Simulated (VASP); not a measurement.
The system is Cd3SeS2.

```
Cd Se S
1.0
     4.90340    0.00000    0.00000
     0.00000    4.90340    0.00000
     0.00000    0.00000    6.98281
Cd Se S
3 1 2
Direct
  0.50000 0.50000 0.00000
  0.00000 0.00000 0.00000
  0.50000 0.50000 0.50000
  0.00000 0.00000 0.50000
  0.00000 0.50000 0.26791
  0.50000 0.00000 0.73209
```

The cell was generated, and may not be a known phase.

| Quantity | Value |
| --- | --- |
| Program | VASP 6.6.1 |
| Task | relaxation of cell and atoms |
| Functional | PBE |
| Potentials or basis | VASP PAW PBE potentials, release 64 (Cd, Se, S) |
| Cutoff | 600 eV |
| k mesh | 4 × 4 × 4 |
| Occupations | gaussian, width 0.1 eV |
| Spin | no spin polarisation |

At the start: pressure -4.4 GPa; volume 27.98 Å³/atom.

Where does the relaxation end?

Over 26 steps the energy falls by 503.5 meV/atom and the volume is 29.58 Å³/atom (+5.7 %); space group P-4m2 (No. 115, to 0.1 Å) before and after.

The path:
```tsv
step	energy change (eV)	largest force (eV/Å)	pressure (GPa)	volume (Å³)
1	0.0000	0.8129	-4.44	167.89
2	-0.4238	1.2758	-1.10	149.75
3	-0.4735	1.4561	1.10	142.56
4	-0.7430	1.5461	1.99	139.53
5	-1.3359	0.7028	7.60	130.59
6	-1.4635	0.5163	7.32	131.74
7	-1.7486	0.1642	6.97	135.17
8	-1.7947	1.6006	8.19	142.00
9	-1.8523	1.0955	7.55	139.49
10	-2.1034	0.7748	4.52	145.76
11	-2.3252	0.2140	0.02	158.83
12	-2.3321	0.1111	-0.69	161.58
13	-2.3936	0.1330	-0.67	162.10
14	-2.5676	0.1781	-0.60	163.48
15	-2.8427	0.1412	-0.35	165.33
16	-2.9306	0.3689	1.04	165.72
17	-2.9891	0.0877	0.19	166.07
18	-2.9927	0.1395	0.32	166.06
19	-2.9923	0.1562	0.36	166.05
20	-2.9987	0.2418	-0.12	168.85
21	-2.9997	0.2941	-0.41	170.63
22	-3.0034	0.2624	-0.37	171.20
23	-3.0123	0.1652	-0.23	172.91
24	-3.0199	0.0423	0.09	176.34
25	-3.0199	0.0547	0.11	176.54
26	-3.0208	0.0333	0.02	177.51
```

Final structure:
```
Cd Se S
1.0
     4.19266    0.00000    0.00000
     0.00000    4.19266    0.00000
     0.00000    0.00000   10.09811
Cd Se S
3 1 2
Cartesian
  2.0963 2.0963 0.0000
  4.1927 0.0000 0.0000
  2.0963 2.0963 5.0491
  4.1927 0.0000 5.0491
  0.0000 2.0963 1.5453
  2.0963 0.0000 8.5528
```

Caveat: a cell axis changed by over 15 % at a fixed basis, so the end point is rough.
